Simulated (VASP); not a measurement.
Set up this calculation in VASP 6.6.1, as the native input.

```yaml
Task: single point
Functional: PBE
Potentials_or_basis: VASP PAW PBE potentials, release 64 (Zr_sv, Se)
Cutoff: 500 eV
k_mesh: 12 × 12 × 6
Occupations: gaussian, width 0.05 eV
Spin: no spin polarisation
Dipole_correction: no
Further_INCAR_settings: ALGO = Normal; EDIFF = 1e-06; NBANDS = 19
```

The structure of ZrSe2 lies in POSCAR:

```
ZrSe2
1.0
    3.8598674470      0.0000000000      0.0000000000
   -1.9299337235      3.3427432642      0.0000000000
    0.0000000000      0.0000000000      5.9213476800
Zr Se
1 2
Direct
    0.0000000000      0.0000000000      0.0000000000
    0.3333333333      0.6666666667      0.2697794714
    0.6666666667      0.3333333333      0.7302205286
```

This cell differs from its parent crystal: strained.

The input as run:

INCAR

```
PREC = Accurate
ENCUT = 500
EDIFF = 1E-6
ISMEAR = 0
SIGMA = 0.05
LREAL = False
LASPH = True
NELM = 120
ALGO = Normal
ISIF = 2
LWAVE = False
LCHARG = False
GGA = PE
NBANDS = 19
GGA_COMPAT = False
```

KPOINTS

```
regular mesh
0
Gamma
  12 12 6
```

Potentials or basis: VASP PAW PBE potentials, release 64 (Zr_sv, Se).

Run with:

```bash
$ cat potpaw_PBE.64/Zr_sv/POTCAR potpaw_PBE.64/Se/POTCAR > POTCAR
$ mpirun -np 1 vasp_std > vasp.out
```

It gave:

```json
{
 "Pressure": "-2.1 GPa",
 "Largest force": "0.571 eV/Å",
 "Band gap on the k mesh": "zero (bands 12 and 13 overlap by 0.01 eV)"
}
```

Caveat: the cell differs from its parent crystal (strained).

It took 3.1 min on 1 thread of Intel Xeon 8259CL, with other jobs on the host, peak memory 0.28 GiB.
